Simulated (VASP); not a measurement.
A run of VASP 6.6.1 is set up as follows.

Contents of INCAR:

```
PREC = Accurate
ENCUT = 500
EDIFF = 1E-7
ISMEAR = -1
SIGMA = 0.02
LREAL = F
LASPH = T
NELM = 120
ALGO = Normal
ISIF = 3
LWAVE = F
LCHARG = F
IBRION = 2
NSW = 80
EDIFFG = -0.01
GGA_COMPAT = F
NELMIN = 4
```

The input KPOINTS:

```
Automatic mesh
0
Gamma
  8 8 8
```

POSCAR

```
Na2S
1.0
    0.0000000000      3.2735000000      3.2735000000
    3.2735000000      0.0000000000      3.2735000000
    3.2735000000      3.2735000000      0.0000000000
Na S
2 1
Direct
    0.2500000000      0.2500000000      0.2500000000
    0.7500000000      0.7500000000      0.7500000000
    0.0000000000      0.0000000000      0.0000000000
```

Potentials or basis: VASP PAW LDA potentials, release 64 (Na_pv, S).

Run with:

```bash
$ cat potpaw_LDA.64/Na_pv/POTCAR potpaw_LDA.64/S/POTCAR > POTCAR
$ mpirun -np 1 vasp_std > vasp.out
```

(1) Estimate the band gap on the k mesh.

(2) What does it give for the space group after relaxing (to 0.1 Å)?

(3) What does it give for the relaxed volume?

## Answers

(1) 2.48 eV.

(2) Fm-3m (No. 225).

(3) 21.74 Å³/atom.
